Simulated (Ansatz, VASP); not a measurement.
## One calculation of Ag, two programs

```
CELL_PARAMETERS angstrom
2.92230 0.00000 0.00000
-1.46115 2.53079 0.00000
0.00000 0.00000 4.70166
ATOMIC_POSITIONS crystal
Ag 0.19333 0.59667 0.14500
Ag 0.80667 0.40333 0.85500
```

Change from the starting cell: shortest bond scaled by 0.58, PAW files.

Alike in both runs: task electric field gradients; functional PBEsol; k mesh 12 × 12 × 7; occupations fermi-dirac, width 0.05 eV; no spin polarisation.

```csv
,VASP,Ansatz
version,VASP 6.6.1,Ansatz 0.2.0
potentials or method,"VASP PAW PBE potentials, release 64 (Ag)","PAW with Ansatz's default frozen-core files, scalar-relativistic"
plane-wave cutoff (eV),520,420
valence electrons in the cell,22,38
```

```csv
,VASP,Ansatz,Ansatz less VASP
pressure (GPa),110.7,167.2,+56.55
"traceless stress, the component that is largest in VASP (GPa)",108.62,178.91,+70.284
rms of the force components (eV/Å),22.187,35.010,+12.8228
size of Vzz on the site where it differs most (V/Å²),59.7,108.6,+48.86
```

VASP's potentials were made for PBE, not for PBEsol. Atom by atom the forces differ by 12.844 eV/Å (rms over components). The pressures are high and differ by over a tenth, so treat them with care. The functional is the same, so the differences come from potentials, cutoffs and numerics. VASP's potentials hold 22 valence electrons a cell and Ansatz's 38, so a difference there can come from the potentials and not from the codes.

Noted on VASP's run: the cell as given lies far from equilibrium.
